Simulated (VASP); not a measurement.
A run of VASP 6.6.1:

File INCAR:

```
SYSTEM = Te2Mo
PREC = Accurate
ENCUT = 520
EDIFF = 1E-6
ISMEAR = 0
SIGMA = 0.02
LREAL = .False.
LASPH = .True.
NELM = 80
ALGO = Normal
ISIF = 2
LWAVE = .False.
LCHARG = .False.
GGA = PS
NBANDS = 35
```

The input KPOINTS:

```
regular mesh
0
Gamma
  12 12 2
  0 0 0
```

Contents of POSCAR:

```
Te2Mo
1.0
    3.4941841252      0.0000000000      0.0000000000
   -1.7470920626      3.0260522179      0.0000000000
    0.0000000000      0.0000000000     14.5658529739
Te Mo
4 2
Direct
    0.3333333333      0.6666666667      0.6258809601
    0.6666666667      0.3333333333      0.1258809601
    0.6666666667      0.3333333333      0.3741190399
    0.3333333333      0.6666666667      0.8741190399
    0.3333333333      0.6666666667      0.2500000000
    0.6666666667      0.3333333333      0.7500000000
```

Potentials or basis: VASP PAW PBE potentials, release 64 (Te, Mo_sv).

Command:

```console
$ cat potpaw_PBE.64/Te/POTCAR potpaw_PBE.64/Mo_sv/POTCAR > POTCAR
$ mpirun -np 1 vasp_std > vasp.out
```

Hardware: 1 thread of Intel(R) Xeon(R) 6975P-C (Granite Rapids), on a shared host.

Q: How long does it take, and how much memory?

A: It took 100 s on 1 thread of Intel(R) Xeon(R) 6975P-C (Granite Rapids) (shared host), peak memory 0.37 GiB. Counts: scf iterations 17, k points 38.
